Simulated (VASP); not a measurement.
Write the native input for VASP 6.6.1 that does the following.

```
Task                   : single point
Functional             : PBE
Potentials or basis    : VASP PAW PBE potentials, release 64 (Sc_sv, Al)
Cutoff                 : 520 eV
k mesh                 : 12 × 12 × 12
Occupations            : gaussian, width 0.15 eV
Spin                   : no spin polarisation
Dipole correction      : no
Further INCAR settings : ALGO = Fast; EDIFF = 1e-07; NBANDS = 18
```

The structure of ScAl3 lies in POSCAR:

```
ScAl3
1.0
    4.1053305968      0.0000000000      0.0000000000
    0.0000000000      4.1053305968      0.0000000000
    0.0000000000      0.0000000000      4.1053305968
Sc Al
1 3
Direct
    0.0000000000      0.0000000000      0.0000000000
    0.5064590424      0.0064590424      0.5000000000
    0.0064590424      0.5064590424      0.5000000000
    0.5064590424      0.5064590424      0.0000000000
```

This cell differs from its parent crystal: all Al atoms moved +0.037 Å, as atom 2 along Cartesian [1 1 0].

One way to write it, as run:

INCAR

```
ALGO = Fast
EDIFF = 1E-7
ENCUT = 520
GGA = PE
ISIF = 2
ISMEAR = 0
LASPH = True
LCHARG = False
LREAL = False
LWAVE = False
NBANDS = 18
NELM = 100
PREC = Accurate
SIGMA = 0.15
```

KPOINTS

```
k-points
0
Gamma
  12 12 12
```

Potentials or basis: VASP PAW PBE potentials, release 64 (Sc_sv, Al).

Run with:

```console
$ cat potpaw_PBE.64/Sc_sv/POTCAR potpaw_PBE.64/Al/POTCAR > POTCAR
$ mpirun -np 1 vasp_std > vasp.out
```

Results of the run:

```json
{
 "Pressure": "0.1 GPa",
 "Largest force": "0.352 eV/Å",
 "Band gap on the k mesh": "zero (bands 10 and 11 overlap by 3.86 eV)"
}
```

Caveat: the cell differs from its parent crystal (all Al atoms moved +0.037 Å, as atom 2 along Cartesian [1 1 0]).

It took 2.9 min on 1 thread of Intel(R) Xeon(R) 6975P-C (Granite Rapids), with other jobs on the host, peak memory 0.44 GiB.
